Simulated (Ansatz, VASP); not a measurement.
**BN: VASP beside Ansatz**

```
B N
1.0
     2.64937    0.00000    0.00000
    -1.32469    2.29442    0.00000
     0.00000    0.00000    6.27954
B N
2 2
Direct
  0.33333 0.66667 0.25000
  0.66667 0.33333 0.75000
  0.33333 0.66667 0.75000
  0.66667 0.33333 0.25000
```

Alike in both runs: task single point; functional LDA; k mesh 12 × 12 × 4; occupations gaussian, width 0.05 eV; no spin polarisation.

|  | VASP | Ansatz |
| --- | --- | --- |
| version | VASP 6.6.1 | Ansatz 0.2.0 |
| potentials or method | VASP PAW LDA potentials, release 64 (B, N), cutoff 520 eV | scalar-relativistic, plane waves, PAW |
| valence electrons in the cell | 16 | 16 |

```csv
,VASP,Ansatz,Ansatz less VASP
gap on the k mesh at the Fermi level (eV),3.69,3.70,+0.009
least direct gap on the mesh (eV),3.91,3.92,+0.008
```

Ansatz warns that its potentials were made for another functional, while VASP's fit it. LDA's correlation is that of Perdew and Zunger in VASP and of Perdew and Wang (1992) in Ansatz.
